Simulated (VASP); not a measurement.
# Ca (Im-3m) in VASP: notebook, part 2 of 2

VASP 6.6.1.

### Step 4. Single point, r2SCAN

This run uses another cell than the first one, of 46.16 Å³/atom.

Input file POSCAR:

```
Ca
1.0
   -2.2597366998      2.2597366998      2.2597366998
    2.2597366998     -2.2597366998      2.2597366998
    2.2597366998      2.2597366998     -2.2597366998
Ca
1
Direct
    0.0000000000      0.0000000000      0.0000000000
```

Input file INCAR.step1:

```
SYSTEM = Ca
PREC = Accurate
ENCUT = 520
ISMEAR = 1
SIGMA = 0.1
LREAL = .FALSE.
LASPH = .TRUE.
NELM = 60
NBANDS = 11
GGA = PE
ALGO = Normal
EDIFF = 1E-4
LWAVE = .TRUE.
LCHARG = .FALSE.
```

Input file INCAR.step2:

```
SYSTEM = Ca
PREC = Accurate
ENCUT = 520
EDIFF = 1E-6
ISMEAR = 1
SIGMA = 0.1
LREAL = .FALSE.
LASPH = .TRUE.
NELM = 60
ALGO = Normal
ISIF = 2
LWAVE = .FALSE.
LCHARG = .TRUE.
METAGGA = R2SCAN
LMIXTAU = .TRUE.
LELF = .TRUE.
LVHAR = .TRUE.
NBANDS = 11
ISTART = 1
```

Input file KPOINTS:

```
Automatic mesh
0
G
  9 9 9
  0 0 0
```

Potentials or basis: VASP PAW PBE potentials, release 64 (Ca_sv).

Command:

```console
> cat potpaw_PBE.64/Ca_sv/POTCAR > POTCAR
> cp INCAR.step1 INCAR
> mpirun -np 1 vasp_std > vasp.out
> cp INCAR.step2 INCAR
> mpirun -np 1 vasp_std > vasp.out
```

OUTCAR:

```text
SYSTEM = Ca
   PREC = Accurate
   ENCUT = 520
   EDIFF = 1E-6
   ISMEAR = 1
   LREAL = .FALSE.
   LASPH = .TRUE.
   NELM = 60
   ISIF = 2
   METAGGA = R2SCAN
   ISTART = 1

 ion  position               nearest neighbor table
   1  0.000  0.000  0.000-

  LATTYP: Found a body centered cubic cell.
 ALAT       =     4.5194733996

  Lattice vectors:

 A1 = (  -2.2597366998,   2.2597366998,   2.2597366998)
 A2 = (   2.2597366998,  -2.2597366998,   2.2597366998)
 A3 = (   2.2597366998,   2.2597366998,  -2.2597366998)

Analysis of symmetry for initial positions (statically):
=====================================================================
 Subroutine PRICEL returns:
 Original cell was already a primitive cell.

 Routine SETGRP: Setting up the symmetry group for a
 body centered cubic supercell.

 Subroutine GETGRP returns: Found 48 space group operations
 (whereof 48 operations were pure point group operations)
 out of a pool of 48 trial point group operations.

The static configuration has the point symmetry O_h .

Analysis of symmetry for dynamics (positions and initial velocities):
=====================================================================
 Subroutine PRICEL returns:
 Original cell was already a primitive cell.

 Routine SETGRP: Setting up the symmetry group for a
 body centered cubic supercell.

 Subroutine GETGRP returns: Found 48 space group operations
 (whereof 48 operations were pure point group operations)
 out of a pool of 48 trial point group operations.

The dynamic configuration has the point symmetry O_h .

 Subroutine INISYM returns: Found 48 space group operations
 (whereof 48 operations are pure point group operations),
 and found     1 'primitive' translations

----------------------------------------------------------------------------------------
[... 114 lines left out ...]
  Thomas-Fermi vector in A             =   2.114393
   LORBIT       =      0    0 simple, 1 ext, 2 COOP (PROOUT), +10 PAW based schemes
   METAGGA = R2SCAN    functional components
   LHFCALC =     F    Hartree Fock is set to
   AEXX    =    0.0000 exact exchange contribution
   IVDW    =     0    specifies the selected vdW correction
   LEPSILON=     F    determine dielectric tensor
   LRPA    =     F    only Hartree local field effects (RPA)
 non-spin polarized calculation
 Methfessel and Paxton  Order N= 1 SIGMA  =   0.10
  energy-cutoff  :      520.00
  volume of cell :       46.16
 maximum number of plane-waves:      1256
 NGX is ok and might be reduce to    30
   NGX = 15   NGY = 15   NGZ = 15

 number of electron       9.9999999 magnetization

 Free energy of the ion-electron system (eV)
  ---------------------------------------------------
  ext. energy  EPLUGINS =         0.00000000
  ---------------------------------------------------
  free energy    TOTEN  =        -7.00866912 eV

  energy without entropy =       -7.00843437  energy(sigma->0) =       -7.00859087

 E-fermi :   1.7199     XC(G=0):  -7.9323

 val. band max:        1.6341857285   @ k =   0.2222   0.2222   0.2222
 cond. band min:       1.7248848400   @ k =   0.3333   0.2222   0.1111
 fundamental gap:      0.0906991115
 Fermi energy:         1.7199451419

 k-point     1 :       0.0000    0.0000    0.0000
  band No.  band energies     occupation
      1     -42.3641      2.00000
      2     -22.3978      2.00000
      3     -22.3977      2.00000
      4     -22.3977      2.00000
      5      -2.4658      2.00000
      6       4.2271      0.00000
      7       4.2271      0.00000
      8       4.2271      0.00000
      9       5.2306      0.00000
     10       5.2306      0.00000
     11      12.0338      0.00000
[... 309 lines left out ...]
 k-point    24 :      -0.4444   -0.4444    0.1111
  band No.  band energies     occupation
      1     -42.3519      2.00000
      2     -22.4937      2.00000
      3     -22.4494      2.00000
      4     -22.4146      2.00000
      5       1.4157      2.00015
      6       1.6060      2.06841
      7       3.2722     -0.00000
      8       4.6682      0.00000
      9       5.4912      0.00000
     10       6.3047      0.00000
     11       6.9000      0.00000

 [... further k-points ...]

------------------------ aborting loop because EDIFF is reached ----------------------------------------

  FORCE on cell =-STRESS in cart. coord.  units (eV):
  Direction    XX          YY          ZZ          XY          YZ          ZX
  --------------------------------------------------------------------------------------
  -------------------------------------------------------------------------------------
  Total       -0.2853324     -0.2853324     -0.2853324      0.0000000     -0.0000000      0.0000000
  in kB       -9.9044006     -9.9044006     -9.9044006      0.0000000     -0.0000000      0.0000000
  external PRESSURE =      -9.9044006 kB  Pullay stress =       0.0000000 kB

 VOLUME and BASIS-vectors are now :
 -----------------------------------------------------------------------------
  energy-cutoff  :      520.00
  volume of cell :       46.16
      direct lattice vectors                 reciprocal lattice vectors
    -2.259736700  2.259736700  2.259736700     0.000000000  0.221264716  0.221264716
     2.259736700 -2.259736700  2.259736700     0.221264716  0.000000000  0.221264716
     2.259736700  2.259736700 -2.259736700     0.221264716  0.221264716  0.000000000

 POSITION                                       TOTAL-FORCE (eV/Angst)
 -----------------------------------------------------------------------------------
      0.00000      0.00000      0.00000        -0.000000     -0.000000      0.000000
 -----------------------------------------------------------------------------------
    total drift:                               -0.000000     -0.000000      0.000000

  FREE ENERGIE OF THE ION-ELECTRON SYSTEM (eV)
  ---------------------------------------------------
  free  energy   TOTEN  =        -7.0086691247 eV

  energy  without entropy=       -7.0084343665  energy(sigma->0) =       -7.00859087
```

OSZICAR.step1:

```text
N       E                     dE             d eps       ncg     rms          rms(c)
DAV:   1     0.643554671843E+02    0.64355E+02   -0.49450E+03   770   0.813E+02
DAV:   2    -0.251587269005E+00   -0.64607E+02   -0.64163E+02   845   0.204E+02
DAV:   3    -0.180717910453E+01   -0.15556E+01   -0.15339E+01  1133   0.309E+01
DAV:   4    -0.189601529717E+01   -0.88836E-01   -0.88567E-01  1027   0.542E+00
DAV:   5    -0.189756223095E+01   -0.15469E-02   -0.15467E-02  1091   0.659E-01    0.227E+00
DAV:   6    -0.189496784842E+01    0.25944E-02   -0.99664E-03   974   0.109E+00    0.138E+00
DAV:   7    -0.189531275747E+01   -0.34491E-03   -0.16189E-02   841   0.147E+00    0.965E-02
DAV:   8    -0.189495841535E+01    0.35434E-03   -0.16372E-03   931   0.387E-01    0.223E-02
DAV:   9    -0.189497807324E+01   -0.19658E-04   -0.93938E-05   803   0.822E-02
   1 F= -.18949781E+01 E0= -.18950929E+01  d E =0.344523E-03
```

Run time: 65 s. Hardware: 1 thread of Intel Xeon Platinum 8488C (Sapphire Rapids), shared host; peak memory 0.17 GiB.

Results:

```
Free energy            : -7.0087 eV
Pressure               : -1.0 GPa
Band gap on the k mesh : zero (bands 5 and 6 overlap by 0.39 eV)
```

Levels at points of the mesh, in eV from the Fermi level:
| k point | band 1 | band 2 | band 3 | band 4 | band 5 | band 6 | band 7 | band 8 | band 9 | band 10 |
| --- | --- | --- | --- | --- | --- | --- | --- | --- | --- | --- |
| (0.00, 0.00, 0.00) | -44.08 | -24.12 | -24.12 | -24.12 | -4.19 | 2.51 | 2.51 | 2.51 | 3.51 | 3.51 |

Caveat: the PAW data sets were made with another functional, which shifts forces and pressure a little.

### Step 5. Overview

| cell | gap on the mesh (eV) | pressure (GPa) |
| --- | --- | --- |
| a = 3.845 Å, angles 109.5°, 1 atom | none | -0.1 |
| a = 3.880 Å, angles 109.5°, 1 atom | none | -0.6 |
| a = 3.914 Å, angles 109.5°, 1 atom | none | -1.0 |

Alike in all rows: task single point; level r2SCAN; potentials or basis VASP PAW PBE potentials, release 64 (Ca_sv); no spin polarisation; k mesh 9 × 9 × 9; cutoff (eV) 520; smearing methfessel-paxton 0.1 eV.

Caveats: the PAW data sets were made with another functional, which shifts forces and pressure a little.

Total energies depend on the potentials used, so only differences within one code and one set of settings carry meaning.

The gap in the log of VASP goes by the Fermi energy; the results here count the filled bands.